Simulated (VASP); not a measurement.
# TiO2 (Pbcn) in VASP: single point with PBE+U

Aim: the single point of TiO2 with PBE+U.

All numbers are computed with VASP 6.6.1; they aren't measurements. Logs are shortened: lines on timing, memory, paths and dates and some standing lists are left out, and cuts for length are marked.

### Step 1. The cell of the first run

The structure is orthorhombic, space group Pbcn (No. 60). The conventional cell has a = 4.545 Å, b = 5.503 Å, c = 4.927 Å, α = 90.00°, β = 90.00°, γ = 90.00°. Within 2.5 Å of Ti (site symmetry 2) lie 6 O at 1.90 to 2.06 Å. O (site symmetry 1) has 3 Ti at 1.90 to 2.06 Å within 2.5 Å.

### Step 2. Single point, PBE+U (equal strain along all axes, cell held: -1.0 %, then relaxed in part)

INCAR

```
  PREC = Accurate
  ENCUT = 520
  EDIFF = 1E-6
  ISMEAR = 0
  SIGMA = 0.02
  LREAL = F
  LASPH = T
  NELM = 150
  ALGO = Normal
  ISIF = 2
  LWAVE = F
  LCHARG = T
  LMAXMIX = 4
  LDAU = T
  LDAUTYPE = 2
  LDAUL = 2 -1
  LDAUU = 4 0
  LDAUJ = 0 0
  LDAUPRINT = 1
  GGA = PE
  LELF = T
  LVHAR = T
  NBANDS = 60
```

KPOINTS

```
Automatic mesh
0
Gamma
  6 4 6
```

POSCAR

```
TiO2
1.0
    4.5453143538      0.0000000000      0.0000000000
    0.0000000000      5.5032074459      0.0000000000
    0.0000000000      0.0000000000      4.9271704870
Ti O
4 8
Direct
    0.5000000000      0.6706333521      0.7500000000
    0.0000000000      0.8293666479      0.2500000000
    0.5000000000      0.3293666479      0.2500000000
    0.0000000000      0.1706333521      0.7500000000
    0.7290262914      0.6149433631      0.0803880766
    0.2290262914      0.8850566369      0.9196119234
    0.7709737086      0.8850566369      0.5803880766
    0.2709737086      0.6149433631      0.4196119234
    0.7290262914      0.3850566369      0.5803880766
    0.2290262914      0.1149433631      0.4196119234
    0.7709737086      0.1149433631      0.0803880766
    0.2709737086      0.3850566369      0.9196119234
```

Potentials or basis: VASP PAW PBE potentials, release 64 (Ti_sv, O).

Run with:

```
$ cat potpaw_PBE.64/Ti_sv/POTCAR potpaw_PBE.64/O/POTCAR > POTCAR
$ mpirun -np 1 vasp_std > vasp.out
```

OUTCAR:

```text
PREC = Accurate
   ENCUT = 520
   EDIFF = 1E-6
   ISMEAR = 0
   LREAL = F
   LASPH = T
   NELM = 150
   ISIF = 2
   GGA = PE

 ion  position               nearest neighbor table
   1  0.500  0.671  0.750-   6 1.90   7 1.90   5 1.96   8 1.96   9 2.06  12 2.06
   2  0.000  0.829  0.250-   5 1.90   8 1.90   7 1.96   6 1.96  10 2.06  11 2.06
   3  0.500  0.329  0.250-  10 1.90  11 1.90   9 1.96  12 1.96   5 2.06   8 2.06
   4  0.000  0.171  0.750-   9 1.90  12 1.90  11 1.96  10 1.96   6 2.06   7 2.06
   5  0.729  0.615  0.080-   2 1.90   1 1.96   3 2.06
   6  0.229  0.885  0.920-   1 1.90   2 1.96   4 2.06
   7  0.771  0.885  0.580-   1 1.90   2 1.96   4 2.06
   8  0.271  0.615  0.420-   2 1.90   1 1.96   3 2.06
   9  0.729  0.385  0.580-   4 1.90   3 1.96   1 2.06
  10  0.229  0.115  0.420-   3 1.90   4 1.96   2 2.06
  11  0.771  0.115  0.080-   3 1.90   4 1.96   2 2.06
  12  0.271  0.385  0.920-   4 1.90   3 1.96   1 2.06

  LATTYP: Found a simple orthorhombic cell.
 ALAT       =     4.5453143538
 B/A-ratio  =     1.0840109404
 C/A-ratio  =     1.2107429800

  Lattice vectors:

 A1 = (  -4.5453143538,   0.0000000000,   0.0000000000)
 A2 = (   0.0000000000,   0.0000000000,   4.9271704870)
 A3 = (   0.0000000000,   5.5032074459,   0.0000000000)

Analysis of symmetry for initial positions (statically):
=====================================================================
 Subroutine PRICEL returns:
 Original cell was already a primitive cell.

 Routine SETGRP: Setting up the symmetry group for a
 simple orthorhombic supercell.

 Subroutine GETGRP returns: Found  8 space group operations
 (whereof  2 operations were pure point group operations)
 out of a pool of  8 trial point group operations.

The static configuration has the point symmetry S_2 .
 The point group associated with its full space group is D_2h.

Analysis of symmetry for dynamics (positions and initial velocities):
=====================================================================
 Subroutine PRICEL returns:
 Original cell was already a primitive cell.

 Routine SETGRP: Setting up the symmetry group for a
 simple orthorhombic supercell.

 Subroutine GETGRP returns: Found  8 space group operations
 (whereof  2 operations were pure point group operations)
 out of a pool of  8 trial point group operations.

The dynamic configuration has the point symmetry S_2 .
 The point group associated with its full space group is D_2h.

 Subroutine INISYM returns: Found  8 space group operations
 (whereof  2 operations are pure point group operations),
 and found     1 'primitive' translations

----------------------------------------------------------------------------------------

                                     Primitive cell

  volume of cell :     123.2473

  direct lattice vectors                    reciprocal lattice vectors
     4.545314354  0.000000000  0.000000000     0.220006785  0.000000000  0.000000000
     0.000000000  5.503207446  0.000000000     0.000000000  0.181712212  0.000000000
     0.000000000  0.000000000  4.927170487     0.000000000  0.000000000  0.202956241

  length of vectors
     4.545314354  5.503207446  4.927170487     0.220006785  0.181712212  0.202956241

  position of ions in fractional coordinates (direct lattice)
     0.500000000  0.670633352  0.750000000
     0.000000000  0.829366648  0.250000000
     0.500000000  0.329366648  0.250000000
     0.000000000  0.170633352  0.750000000
     0.729026291  0.614943363  0.080388077
     0.229026291  0.885056637  0.919611923
     0.770973709  0.885056637  0.580388077
     0.270973709  0.614943363  0.419611923
     0.729026291  0.385056637  0.580388077
     0.229026291  0.114943363  0.419611923
     0.770973709  0.114943363  0.080388077
     0.270973709  0.385056637  0.919611923

  ion indices of the primitive-cell ions
   primitive index   ion index
                 1           1
                 2           2
                 3           3
                 4           4
                 5           5
                 6           6
                 7           7
                 8           8
                 9           9
                10          10
                11          11
                12          12

----------------------------------------------------------------------------------------

 KPOINTS: Automatic mesh

Automatic generation of k-mesh.
 Grid dimensions read from file:
 generate k-points for:    6    4    6

 Generating k-lattice:

  Cartesian coordinates                     Fractional coordinates (reciprocal lattice)
     0.036667798  0.000000000  0.000000000     0.166666667  0.000000000  0.000000000
     0.000000000  0.045428053  0.000000000     0.000000000  0.250000000  0.000000000
     0.000000000  0.000000000  0.033826040     0.000000000  0.000000000  0.166666667

  Length of vectors
     0.036667798  0.045428053  0.033826040

  Shift w.r.t. Gamma in fractional coordinates (k-lattice)
     0.000000000  0.000000000  0.000000000

 Subroutine IBZKPT returns following result:
 ===========================================

 Found     48 irreducible k-points:

 Following reciprocal coordinates:
            Coordinates               Weight
  0.000000  0.000000  0.000000      1.000000
  0.166667  0.000000  0.000000      2.000000
  0.333333  0.000000  0.000000      2.000000
  0.500000  0.000000  0.000000      1.000000
  0.000000  0.250000  0.000000      2.000000
  0.166667  0.250000  0.000000      4.000000
[... 16 lines left out ...]
  0.333333  0.500000  0.166667      4.000000
  0.500000  0.500000  0.166667      2.000000
 [... further k-points ...]
   k-points           NKPTS =     48   k-points in BZ     NKDIM =     48   number of bands    NBANDS=     60
   number of dos      NEDOS =    301   number of ions     NIONS =     12
   total plane-waves  NPLWV =  60480
   dimension x,y,z NGX =    36 NGY =   42 NGZ =   40
   dimension x,y,z NGXF=    72 NGYF=   84 NGZF=   80
   ions per type =               4   8
   NGX,Y,Z   is equivalent  to a cutoff of  13.17, 12.69, 13.50 a.u.
   NGXF,Y,Z  is equivalent  to a cutoff of  26.33, 25.38, 26.99 a.u.
 SYSTEM =  unknown system
   PREC   = accura    normal or accurate (medium, high low for compatibility)
   ISTART =      0    job   : 0-new  1-cont  2-samecut
   ICHARG =      2    charge: 1-file 2-atom 10-const
   ISPIN  =      1    spin polarized calculation?
   LNONCOLLINEAR =      F non collinear calculations
   LSORBIT =      F    spin-orbit coupling
   LASPH  =      T    aspherical Exc in radial PAW
   ENCUT  =  520.0 eV  38.22 Ry    6.18 a.u.   8.45 10.23  9.16*2*pi/ulx,y,z
   NELM   =    150;   NELMIN=  2; NELMDL= -5     # of ELM steps
   EDIFF  = 0.1E-05   stopping-criterion for ELM
   LREAL  =      F    real-space projection
   EDIFFG = 0.1E-04   stopping-criterion for IOM
   NSW    =      0    number of steps for IOM
   IBRION =     -1    ionic relax: 0-MD 1-quasi-New 2-CG
   NFREE  =      0    steps in history (QN), initial steepest desc. (CG)
   ISIF   =      2    stress and relaxation
   ISYM   =      2    0-nonsym 1-usesym 2-fastsym
   POTIM  = 0.5000    time-step for ionic-motion
   TEBEG  =    0.0;   TEEND  =   0.0 temperature during run
   PSTRESS=    0.0 pullay stress
   NELECT =      96.0000    total number of electrons
   NUPDOWN=      -1.0000    fix difference up-down
   EMIN   =  10.00;   EMAX   =-10.00  energy-range for DOS
   EFERMI =   0.00;   METHOD = LEGACY
   ISMEAR =     0;   SIGMA  =   0.02  broadening in eV -4-tet -1-fermi 0-gaus
   EFERMI_NEDOS =   21; number of points for ismear=-14 and -15
   IALGO  =     38    algorithm
   IMIX   =      4    mixing-type and parameters
     AMIX     =   0.40;   BMIX     =  1.00
     AMIX_MAG =   1.60;   BMIX_MAG =  1.00
  volume/ion in A,a.u.               =      10.27        69.31
  Fermi-wavevector in a.u.,A,eV,Ry     =   1.506281  2.846459 30.870036  2.268884
  Thomas-Fermi vector in A             =   2.617019
   LORBIT       =      0    0 simple, 1 ext, 2 COOP (PROOUT), +10 PAW based schemes
 LDA+U is selected, type is set to LDAUTYPE =  2
   angular momentum for each species LDAUL =     2   -1
   U (eV)           for each species LDAUU =   4.0  0.0
   J (eV)           for each species LDAUJ =   0.0  0.0
   GGA     = PE    functional components
   LHFCALC =     F    Hartree Fock is set to
   AEXX    =    0.0000 exact exchange contribution
   IVDW    =     0    specifies the selected vdW correction
   LEPSILON=     F    determine dielectric tensor
   LRPA    =     F    only Hartree local field effects (RPA)
 non-spin polarized calculation
 Gauss-broadening in eV      SIGMA  =   0.02
  energy-cutoff  :      520.00
  volume of cell :      123.25
 maximum number of plane-waves:      3346
 NGX is ok and might be reduce to    36
   NGX = 17   NGY = 21   NGZ = 19

atom =   1  type =  1  l = 2

 onsite density matrix

spin component  1

  0.1970 -0.0726 -0.0000 -0.0000  0.0000
 -0.0726  0.1418  0.0000  0.0000  0.0000
 -0.0000  0.0000  0.1410  0.0712  0.0133
 -0.0000  0.0000  0.0712  0.2063  0.0262
  0.0000  0.0000  0.0133  0.0262  0.1167
[... 110 lines left out ...]
  o =  0.0917  v = -0.5679  0.8231 -0.0000  0.0000  0.0000  0.0000  0.0000  0.0000  0.0000  0.0000      0.0000  0.0000  0.0000  0.0000  0.0000  0.0000  0.0000  0.0000  0.0000  0.0000
  o =  0.0917  v =  0.0000  0.0000  0.0000  0.0000  0.0000 -0.5679  0.8231 -0.0000  0.0000  0.0000      0.0000  0.0000  0.0000  0.0000  0.0000  0.0000  0.0000  0.0000  0.0000  0.0000
  o =  0.0948  v =  0.0000  0.0000  0.8106  0.5589  0.1746  0.0000  0.0000  0.0000  0.0000  0.0000      0.0000  0.0000  0.0000  0.0000  0.0000  0.0000  0.0000  0.0000  0.0000  0.0000
  o =  0.0948  v =  0.0000  0.0000  0.0000  0.0000  0.0000  0.0000  0.0000  0.8106  0.5589  0.1746      0.0000  0.0000  0.0000  0.0000  0.0000  0.0000  0.0000  0.0000  0.0000  0.0000
  o =  0.1112  v =  0.0000 -0.0000 -0.2574  0.0723  0.9636  0.0000  0.0000  0.0000  0.0000  0.0000      0.0000  0.0000  0.0000  0.0000  0.0000  0.0000  0.0000  0.0000  0.0000  0.0000
  o =  0.1112  v =  0.0000  0.0000  0.0000  0.0000  0.0000  0.0000 -0.0000 -0.2574  0.0723  0.9636      0.0000  0.0000  0.0000  0.0000  0.0000  0.0000  0.0000  0.0000  0.0000  0.0000
  o =  0.2471  v = -0.8231 -0.5679  0.0000 -0.0000 -0.0000  0.0000  0.0000  0.0000  0.0000  0.0000      0.0000  0.0000  0.0000  0.0000  0.0000  0.0000  0.0000  0.0000  0.0000  0.0000
  o =  0.2471  v =  0.0000  0.0000  0.0000  0.0000  0.0000 -0.8231 -0.5679  0.0000 -0.0000 -0.0000      0.0000  0.0000  0.0000  0.0000  0.0000  0.0000  0.0000  0.0000  0.0000  0.0000
  o =  0.2580  v =  0.0000  0.0000  0.5259 -0.8261  0.2025  0.0000  0.0000  0.0000  0.0000  0.0000      0.0000  0.0000  0.0000  0.0000  0.0000  0.0000  0.0000  0.0000  0.0000  0.0000
  o =  0.2580  v =  0.0000  0.0000  0.0000  0.0000  0.0000  0.0000  0.0000  0.5259 -0.8261  0.2025      0.0000  0.0000  0.0000  0.0000  0.0000  0.0000  0.0000  0.0000  0.0000  0.0000

 number of electron      96.0000011 magnetization

 Free energy of the ion-electron system (eV)
  ---------------------------------------------------
  ext. energy  EPLUGINS =         0.00000000
  ---------------------------------------------------
  free energy    TOTEN  =       -96.57783238 eV

  energy without entropy =      -96.57783238  energy(sigma->0) =      -96.57783238

 E-fermi :   5.1543     XC(G=0): -11.5355

 val. band max:        4.9586792305   @ k =   0.0000   0.0000   0.0000
 cond. band min:       7.9969301310   @ k =   0.0000   0.0000   0.5000
 fundamental gap:      3.0382509006
 Fermi energy:         5.1543004505

 k-point     1 :       0.0000    0.0000    0.0000
  band No.  band energies     occupation
      1     -52.5889      2.00000
      2     -52.5690      2.00000
      3     -52.5592      2.00000
      4     -52.5550      2.00000
      5     -28.9513      2.00000
      6     -28.8858      2.00000
[... 1501 lines left out ...]
     59       9.3568      0.00000
     60       9.3568      0.00000

 [... further k-points ...]
[... 5 lines left out ...]
  --------------------------------------------------------------------------------------
  -------------------------------------------------------------------------------------
  Total        9.1122841      8.2320689      9.2073274      0.0000000      0.0000000      0.0000000
  in kB      118.4569200    107.0143897    119.6924540      0.0000000      0.0000000      0.0000000
  external PRESSURE =     115.0545879 kB  Pullay stress =       0.0000000 kB

 VOLUME and BASIS-vectors are now :
 -----------------------------------------------------------------------------
  energy-cutoff  :      520.00
  volume of cell :      123.25
      direct lattice vectors                 reciprocal lattice vectors
     4.545314354  0.000000000  0.000000000     0.220006785  0.000000000  0.000000000
     0.000000000  5.503207446  0.000000000     0.000000000  0.181712212  0.000000000
     0.000000000  0.000000000  4.927170487     0.000000000  0.000000000  0.202956241

 POSITION                                       TOTAL-FORCE (eV/Angst)
 -----------------------------------------------------------------------------------
      2.27266      3.69063      3.69538         0.000000     -0.272297      0.000000
      0.00000      4.56418      1.23179        -0.000000      0.272297      0.000000
      2.27266      1.81257      1.23179        -0.000000      0.272297      0.000000
      0.00000      0.93903      3.69538         0.000000     -0.272297      0.000000
      3.31365      3.38416      0.39609        -0.000649     -0.144021      0.013138
      1.04100      4.87065      4.53108        -0.000649      0.144021     -0.013138
      3.50432      4.87065      2.85967         0.000649      0.144021      0.013138
      1.23166      3.38416      2.06750         0.000649     -0.144021     -0.013138
      3.31365      2.11905      2.85967        -0.000649      0.144021      0.013138
      1.04100      0.63256      2.06750        -0.000649     -0.144021     -0.013138
      3.50432      0.63256      0.39609         0.000649     -0.144021      0.013138
      1.23166      2.11905      4.53108         0.000649      0.144021     -0.013138
 -----------------------------------------------------------------------------------
    total drift:                               -0.000000      0.000000     -0.000000

  FREE ENERGIE OF THE ION-ELECTRON SYSTEM (eV)
  ---------------------------------------------------
  free  energy   TOTEN  =       -96.5778323824 eV

  energy  without entropy=      -96.5778323824  energy(sigma->0) =      -96.57783238
```

Run time: 5.2 min. Hardware: 1 thread of Intel Xeon Platinum 8488C (Sapphire Rapids), shared host; peak memory 0.39 GiB.

Results:

```yaml
Free_energy: -96.5778 eV
Pressure: 11.5 GPa
Largest_force: 0.272 eV/Å
Band_gap_on_the_k_mesh: 3.04 eV, indirect (least direct gap 3.09 eV)
```

Forces on the atoms (eV/Å):
```
Ti   0.000 -0.272  0.000
Ti   0.000  0.272  0.000
Ti   0.000  0.272  0.000
Ti   0.000 -0.272  0.000
O   -0.001 -0.144  0.013
O   -0.001  0.144 -0.013
O    0.001  0.144  0.013
O    0.001 -0.144 -0.013
O   -0.001  0.144  0.013
O   -0.001 -0.144 -0.013
O    0.001 -0.144  0.013
O    0.001  0.144 -0.013
```

Stress tensor (GPa, compression positive):
```
11.85  0.00  0.00
 0.00 10.70  0.00
 0.00  0.00 11.97
```

Levels at points of the mesh, in eV from the valence-band top:
```csv
k point,band 46,band 47,band 48,band 49,band 50,band 51
"(0.00, 0.00, 0.00)",-0.42,-0.08,0.00,3.09,3.12,3.15
"(0.50, 0.00, 0.00)",-0.41,-0.26,-0.26,3.54,3.54,3.68
"(0.00, 0.50, 0.00)",-1.22,-0.17,-0.17,3.27,3.27,3.63
"(0.50, 0.50, 0.00)",-0.61,-0.37,-0.37,3.36,3.36,3.43
"(0.00, 0.00, 0.50)",-0.44,-0.34,-0.34,3.04,3.04,3.47
"(0.50, 0.00, 0.50)",-0.48,-0.48,-0.48,3.38,3.38,3.38
"(0.00, 0.50, 0.50)",-0.48,-0.48,-0.48,3.38,3.38,3.38
"(0.50, 0.50, 0.50)",-0.80,-0.80,-0.80,3.34,3.34,3.34
```

Eigenvalues of the final occupation matrices:
| site | spin | trace | eigenvalues |
| --- | --- | --- | --- |
| site 1 d | 1 | 0.80 | 0.09 0.09 0.11 0.25 0.26 |
| site 1 d | 2 | 0.80 | 0.09 0.09 0.11 0.25 0.26 |
| site 2 d | 1 | 0.80 | 0.09 0.09 0.11 0.25 0.26 |
| site 2 d | 2 | 0.80 | 0.09 0.09 0.11 0.25 0.26 |
| site 3 d | 1 | 0.80 | 0.09 0.09 0.11 0.25 0.26 |
| site 3 d | 2 | 0.80 | 0.09 0.09 0.11 0.25 0.26 |
| site 4 d | 1 | 0.80 | 0.09 0.09 0.11 0.25 0.26 |
| site 4 d | 2 | 0.80 | 0.09 0.09 0.11 0.25 0.26 |

Caveat: the cell differs from its parent crystal (equal strain along all axes, cell held: -1.0 %, then relaxed in part). A k mesh can miss the band edges.
